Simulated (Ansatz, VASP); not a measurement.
**One calculation of Hg, two programs**

```
CELL_PARAMETERS angstrom
1.74632 1.00824 2.14788
-1.74632 1.00824 2.14788
0.00000 -2.01648 2.14788
ATOMIC_POSITIONS crystal
Hg 0.00000 0.00000 0.00000
```

Alike in both runs: task single point; functional LDA; k mesh 11 × 11 × 11; occupations fermi-dirac, width 1 eV; no spin polarisation.

|  | VASP | Ansatz |
| --- | --- | --- |
| version | VASP 6.6.1 | Ansatz 0.2.0 |
| potentials or method | VASP PAW LDA potentials, release 64 (Hg), cutoff 520 eV | plane waves (420 eV) with PAW, scalar-relativistic |
| valence electrons in the cell | 12 | 20 |

```tsv
	VASP	Ansatz	Ansatz less VASP
pressure (GPa)	2.4	1.6	-0.80
traceless stress, the component that is largest in VASP (GPa)	0.23	-0.10	-0.326
```

Ansatz warns that its potentials were made for another functional, while VASP's fit it. LDA's correlation is that of Perdew and Zunger in VASP and of Perdew and Wang (1992) in Ansatz. VASP's potentials hold 12 valence electrons a cell and Ansatz's 20, so a difference there can come from the potentials and not from the codes.

Spin-orbit coupling is off throughout.
